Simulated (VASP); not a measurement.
The system is CdS.

```xyz
2
Lattice="0.0000 2.9454 2.9454 2.9454 0.0000 2.9454 2.9454 2.9454 0.0000" Properties=species:S:1:pos:R:3 pbc="T T T"
Cd    0.0000    0.0000    0.0000
S     4.4181    4.4181    4.4181
```

```yaml
Program: VASP 6.6.1
Task: relaxation of cell and atoms
Functional: PBE
Potentials_or_basis: VASP PAW PBE potentials, release 64 (Cd, S)
Cutoff: 720 eV
k_mesh: 8 × 8 × 8
Occupations: gaussian, width 0.03 eV
Spin: non-collinear spin, zero start, spin-orbit coupling
Starting_moments: "[[0.0, 0.0, 0.0], [0.0, 0.0, 0.0]] μB"
```

At the start: pressure 1.3 GPa; volume 25.55 Å³/atom.

**Question.** How do energy, volume and symmetry change on relaxing?

**Answer.** Over 5 steps the energy falls by 2.4 meV/atom and the volume is 26.15 Å³/atom (+2.3 %); space group F-43m (No. 216, to 0.1 Å) before and after; moment 0.00 μB per cell.

The path:
```
step  energy change (eV)  largest force (eV/Å)  pressure (GPa)  volume (Å³)
   1              0.0000                0.0000            1.31        51.10
   2             -0.0043                0.0000           -0.37        52.66
   3             -0.0047                0.0000            0.00        52.29
   4             -0.0048                0.0000            0.01        52.29
   5             -0.0048                0.0000            0.01        52.29
```

Final structure:
```xyz
2
Lattice="0.0000 2.9681 2.9681 2.9681 0.0000 2.9681 2.9681 2.9681 0.0000" Properties=species:S:1:pos:R:3 pbc="T T T"
Cd    0.0000    0.0000    0.0000
S     4.4521    4.4521    4.4521
```
